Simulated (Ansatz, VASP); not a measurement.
# InSe in VASP and in Ansatz

INCAR

```
PREC = Accurate
ENCUT = 520
EDIFF = 1E-6
ISMEAR = 0
SIGMA = 0.05
LREAL = False
LASPH = True
NELM = 100
ALGO = Normal
ISIF = 2
LWAVE = False
LCHARG = False
GGA = PS
NBANDS = 27
```

Contents of KPOINTS:

```
regular mesh
0
Gamma
  10 10 10
```

Contents of POSCAR:

```
InSe
1.0
    1.9999260227      1.1546578276      8.3172809549
   -1.9999260227      1.1546578276      8.3172809549
    0.0000000000     -2.3093156551      8.3172809549
In Se
2 2
Direct
    0.0005034643      0.0005034643      0.0005034643
    0.1116949756      0.1116949756      0.1116949756
    0.6158086021      0.6158086021      0.6158086021
    0.8296929580      0.8296929580      0.8296929580
```

Input for Ansatz:

```yaml
crystal:
  lattice:
    - [1.9999260227, 1.1546578276, 8.3172809549]
    - [-1.9999260227, 1.1546578276, 8.3172809549]
    - [0.0, -2.3093156551, 8.3172809549]
  atoms:
    - { symbol: In, position: [0.0005034643, 0.0005034643, 0.0005034643] }
    - { symbol: In, position: [0.1116949756, 0.1116949756, 0.1116949756] }
    - { symbol: Se, position: [0.6158086021, 0.6158086021, 0.6158086021] }
    - { symbol: Se, position: [0.829692958, 0.829692958, 0.829692958] }
basis:
  ecutwfc: 420
  ecutrho_ratio: 4
kpoints:
  mp_grid: { grid: [10, 10, 10] }
hamiltonian:
  xc: pbesol
scf:
  occupations: { method: gaussian, width: 0.05 }
output:
  forces: true
  stress: true
  eigenvalues: true
  eigenstates:
    nscf_kmesh: { grid: [14, 14, 14] }
    de_dk: true
    e_range: [-2.5, 2.828751825853]
  write_density: true
  write_potential: true
  elf: true
  volumetric_format: npy
```

Alike in both runs: task single point; functional PBEsol; k mesh 10 × 10 × 10; occupations gaussian, width 0.05 eV; no spin polarisation.

```csv
,VASP,Ansatz
version,VASP 6.6.1,Ansatz 0.2.0
potentials or method,"VASP PAW PBE potentials, release 64 (In_d, Se), cutoff 520 eV","scalar-relativistic, plane waves, PAW"
valence electrons in the cell,38,58
```

VASP gave:

```
gap on the k mesh at the Fermi level (eV)                     : 0.32
least direct gap on the mesh (eV)                             : 0.32
pressure (GPa)                                                : 0.3
traceless stress, the component that is largest in VASP (GPa) : -0.06
rms of the force components (eV/Å)                            : 0.010
```

Question: Which values does Ansatz return?

Answer: gap on the k mesh at the Fermi level (eV): 0.33; least direct gap on the mesh (eV): 0.33; pressure (GPa): 0.3; traceless stress, the component that is largest in VASP (GPa): -0.05; rms of the force components (eV/Å): 0.007.

VASP's potentials were made for PBE, not for PBEsol. Atom by atom the forces differ by 0.011 eV/Å (rms over components). The functional is the same, so the differences come from potentials, cutoffs and numerics. VASP's potentials hold 38 valence electrons a cell and Ansatz's 58, so a difference there can come from the potentials and not from the codes.
